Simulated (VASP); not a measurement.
**BiTe: single point with PBEsol**

The system is BiTe.

```
Bi Te
1.0
     2.53281    1.46232    2.86703
    -2.53281    1.46232    2.86703
     0.00000   -2.92463    2.86703
Bi Te
1 1
Cartesian
  0.0000 0.0000 4.3005
  0.0000 0.0000 0.0000
```

This cell differs from its parent crystal: ratio of the length along z to the lengths across it x 0.85, volume and fractional coordinates fixed.

```json
{
 "Program": "VASP 6.6.1",
 "Task": "single point",
 "Functional": "PBEsol",
 "Potentials or basis": "VASP PAW PBE potentials, release 64 (Bi_d, Te)",
 "Cutoff": "520 eV",
 "k mesh": "18 × 18 × 18",
 "Occupations": "gaussian, width 0.15 eV",
 "Spin": "no spin polarisation"
}
```

The pressure is -2.2 GPa and the band gap on the k mesh is zero (an odd number of electrons rules out a gap without spin polarisation).

Stress tensor (GPa, compression positive):
```
-3.54  0.00  0.00
 0.00 -3.54  0.00
 0.00  0.00  0.41
```

Levels at points of the mesh, in eV from the Fermi level:
```csv
k point,band 6,band 7,band 8,band 9,band 10,band 11,band 12,band 13,band 14,band 15
"(0.00, 0.00, 0.00)",-13.53,-8.31,-2.96,-2.96,-1.09,2.22,3.47,3.47,3.63,3.63
"(0.50, 0.00, 0.00)",-11.52,-11.41,-1.77,-1.43,-1.04,-0.26,-0.21,1.29,5.90,6.81
"(0.50, 0.50, 0.00)",-11.45,-9.91,-5.59,-4.92,-2.12,2.47,3.09,3.48,4.13,7.32
"(0.50, 0.50, 0.50)",-10.73,-10.50,-2.72,-2.66,-2.66,-2.15,-1.78,-1.78,9.53,10.13
```

Run time: 4.5 min on 1 thread of AMD EPYC 9R45 96-Core Processor (Zen 5) (shared host), peak memory 0.67 GiB.

Caveat: the PAW data sets were made with another functional, which shifts forces and pressure a little; spin-orbit coupling is left out, which moves the levels of the heavy elements.
